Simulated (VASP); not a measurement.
A run of VASP 6.6.1 is set up as follows.

The input INCAR:

```
PREC = Accurate
ENCUT = 520
EDIFF = 1E-6
ISMEAR = 0
SIGMA = 0.05
LREAL = F
LASPH = T
NELM = 60
ALGO = Normal
ISIF = 2
LWAVE = F
LCHARG = F
NBANDS = 29
```

File KPOINTS:

```
Automatic mesh
0
Gamma
  6 6 6
```

The input POSCAR:

```
CsCdCl3
1.0
    5.2000000000      0.0000000000      0.0000000000
    0.0000000000      5.2000000000      0.0000000000
    0.0000000000      0.0000000000      5.2000000000
Cs Cd Cl
1 1 3
Direct
    0.0000000000      0.0000000000      0.0000000000
    0.5000000000      0.5000000000      0.5000000000
    0.0000000000      0.5000000000      0.4519230769
    0.5000000000      0.0000000000      0.4519230769
    0.5000000000      0.5000000000     -0.0480769231
```

Potentials or basis: VASP PAW LDA potentials, release 64 (Cs_sv, Cd, Cl).

Launch:

```bash
$ cat potpaw_LDA.64/Cs_sv/POTCAR potpaw_LDA.64/Cd/POTCAR potpaw_LDA.64/Cl/POTCAR > POTCAR
$ mpirun -np 1 vasp_std > vasp.out
```

(1) Estimate the band gap on the k mesh.

(2) Predict the largest force.

(3) Estimate the pressure.

Answers

(1) 1.67 eV (least direct gap 2.16 eV).

(2) 1.345 eV/Å.

(3) -0.7 GPa.

Caveat: the cell differs from its parent crystal (all Cl atoms moved -0.250 Å, as atom 3 along Cartesian [0 0 1]); spin-orbit coupling is left out, which moves the levels of the heavy elements; forces of over 1 eV/Å act on the atoms, so gaps and moduli don't describe the material at rest.
